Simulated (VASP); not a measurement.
ZnS: single point with PBE

ZnS:

```
Zn S
1.0
    -0.58614    2.44560    2.44560
     2.44560   -0.58614    2.44560
     2.44560    2.44560   -0.58614
Zn S
1 1
Direct
  0.00000 0.00000 0.00000
  0.75000 0.75000 0.75000
```

This cell differs from its parent crystal: ratio of the length along [111] to the lengths across it x 0.71, volume and fractional coordinates fixed.

* Program: VASP 6.6.1
* Task: single point
* Functional: PBE
* Potentials or basis: VASP PAW PBE potentials, release 64 (Zn, S)
* Cutoff: 520 eV
* k mesh: 10 × 10 × 10
* Occupations: gaussian, width 0.05 eV
* Spin: no spin polarisation
* Dipole correction: no
* Further INCAR settings: ALGO = Normal; EDIFF = 1e-06; NBANDS = 16

```json
{
  "Pressure": "19.7 GPa",
  "Largest force": "7.829 eV/Å",
  "Band gap on the k mesh": "1.50 eV, indirect (least direct gap 1.54 eV)"
}
```

Forces on the atoms (eV/Å):
```
Zn   4.520  4.520  4.520
S   -4.520 -4.520 -4.520
```

Stress tensor (GPa, compression positive):
```
19.70 25.74 25.74
25.74 19.70 25.74
25.74 25.74 19.70
```

Levels at points of the mesh, in eV from the valence-band top:
```csv
k point,band 7,band 8,band 9,band 10,band 11,band 12
"(0.00, 0.00, 0.00)",-0.08,-0.05,-0.05,1.50,5.15,5.15
"(0.50, 0.00, 0.00)",-5.00,-0.29,-0.14,3.68,6.24,7.46
"(0.50, 0.50, 0.00)",-4.44,-3.14,-0.61,2.37,5.70,8.99
"(0.50, 0.50, 0.50)",-4.70,-1.99,-1.99,1.90,5.44,5.44
```

Wall time 42 s on 1 thread of Intel Xeon 6975P-C, on a shared host, peak memory 0.2 GiB.

Caveat: forces of over 1 eV/Å act on the atoms, so gaps and moduli don't describe the material at rest. A k mesh can miss the band edges.
